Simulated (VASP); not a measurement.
Runs of VASP 6.6.1 on CdSe (Cadmoselite). Symmetry: P6_3mc, No. 186, hexagonal system. The conventional cell has a = 4.300 Å, b = 4.300 Å, c = 7.020 Å, α = 90.00°, β = 90.00°, γ = 120.00°. Cd (site symmetry 3m) has 4 Se at 2.61 to 2.70 Å within 3.4 Å. Se (site symmetry 3m) has 4 Cd at 2.61 to 2.70 Å within 3.4 Å. 

| level | potentials or basis | gap on the mesh (eV) | pressure (GPa) | largest force (eV/Å) |
| --- | --- | --- | --- | --- |
| PBE | VASP PAW PBE potentials, release 64 (Cd, Se) | 0.70 | 3.3 | 0.29 |
| BLYP | VASP PAW PBE potentials, release 64 (Cd, Se) | 0.66 | 6.4 | (b) |
| PBEsol | VASP PAW PBE potentials, release 64 (Cd, Se) | 0.58 | 0.5 | (a) |
| revPBE | VASP PAW PBE potentials, release 64 (Cd, Se) | 0.83 | 4.8 | 0.30 |
| LDA | VASP PAW LDA potentials, release 64 (Cd, Se) | 0.46 | -1.4 | 0.27 |

Alike in all rows: task single point; no spin polarisation; cell as given; k mesh 6 × 6 × 4; cutoff (eV) 520; smearing gaussian 0.01 eV.

Estimate the missing entries.

(a) 0.28; (b) 0.32.

Caveats: the PAW data sets were made with another functional, which shifts forces and pressure a little (some runs).

A k mesh can miss the band edges, and the runs leave out spin-orbit coupling on Cd, Se.
